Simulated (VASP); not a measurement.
Be:

```
Be
1.0
     2.25441    0.00000    0.00000
    -1.12721    1.95238    0.00000
     0.00000    0.00000    3.53576
Be
2
Direct
  0.66667 0.33333 0.75000
  0.33333 0.66667 0.25000
```

Base run:

- Program: VASP 6.6.1
- Functional: LDA
- Potentials or basis: VASP PAW LDA potentials, release 64 (Be)
- Cutoff: 520 eV
- k mesh: 13 × 13 × 8
- Occupations: fermi-dirac, width 0.05 eV
- Spin: no spin polarisation

Its results: band gap on the k mesh zero (bands 2 and 3 overlap by 1.61 eV); pressure -3.3 GPa.

The run is repeated on the same cell with these changes: functional from LDA to r2SCAN; potentials or basis from VASP PAW LDA potentials, release 64 (Be) to VASP PAW PBE potentials, release 64 (Be). What comes out?

Band gap on the k mesh zero (bands 2 and 3 overlap by 1.76 eV); pressure 2.4 GPa.

Caveats: the cell stands under tension (at least some runs); the PAW data sets were made with another functional, which shifts forces and pressure a little (at least some runs).
